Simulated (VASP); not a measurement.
HPbNO4: single point with RPBE

The system is HPbNO4.

```xyz
14
Lattice="7.0019 0.0000 -0.1176 0.0000 4.3845 0.0000 -3.5537 0.0000 7.6871" Properties=species:S:1:pos:R:3 pbc="T T T"
H    -0.1408    3.2884    3.6580
H     3.5889    1.0961    3.9115
Pb    1.1619    1.0961    2.1703
Pb    2.2862    3.2884    5.3992
N    -1.6021    3.2884    6.3075
N     5.0502    1.0961    1.2620
O     0.7843    3.2884    3.3384
O    -0.3679    3.2884    6.4947
O    -2.4166    3.2884    7.2875
O    -2.0796    3.2884    5.1084
O     2.6638    1.0961    4.2311
O     3.8161    1.0961    1.0748
O     5.8648    1.0961    0.2820
O     5.5277    1.0961    2.4611
```

| Item | Value |
| --- | --- |
| Program | VASP 6.6.1 |
| Task | single point |
| Functional | RPBE |
| Potentials or basis | VASP PAW PBE potentials, release 64 (H, Pb_d, N, O) |
| Cutoff | 520 eV |
| k mesh | 3 × 5 × 3 |
| Occupations | fermi-dirac, width 0.05 eV |
| Spin | no spin polarisation |
| Dipole correction | no |
| Further INCAR settings | ALGO = Normal; EDIFF = 1e-07; NBANDS = 57 |

The pressure is 0.5 GPa, the largest force is 0.427 eV/Å and the band gap on the k mesh is 3.24 eV, indirect (least direct gap 3.28 eV).

Forces on the atoms (eV/Å):
```
H   -0.089  0.000  0.030
H    0.089  0.000 -0.030
Pb   0.017  0.000 -0.005
Pb  -0.017  0.000  0.005
N   -0.083  0.000 -0.041
N    0.083  0.000  0.041
O    0.072  0.000 -0.025
O    0.423  0.000  0.056
O   -0.213  0.000  0.254
O   -0.110  0.000 -0.270
O   -0.072  0.000  0.025
O   -0.423  0.000 -0.056
O    0.213  0.000 -0.254
O    0.110  0.000  0.270
```

Stress tensor (GPa, compression positive):
```
 0.93  0.00 -0.06
 0.00 -0.17  0.00
-0.06  0.00  0.61
```

Levels at points of the mesh, in eV from the valence-band top:
| k point | band 41 | band 42 | band 43 | band 44 | band 45 | band 46 | band 47 | band 48 |
| --- | --- | --- | --- | --- | --- | --- | --- | --- |
| (0.00, 0.00, 0.00) | -1.15 | -0.33 | -0.08 | 0.00 | 3.48 | 3.97 | 4.20 | 4.29 |

Wall time 6.3 min on 1 thread of Oxide Virtual Turin-like Processor, on a shared host, peak memory 0.41 GiB.

Caveat: the standard files for N, O and F lose accuracy on very short bonds; the PAW data sets were made with another functional, which shifts forces and pressure a little; spin-orbit coupling is left out, which moves the levels of the heavy elements. A k mesh can miss the band edges.
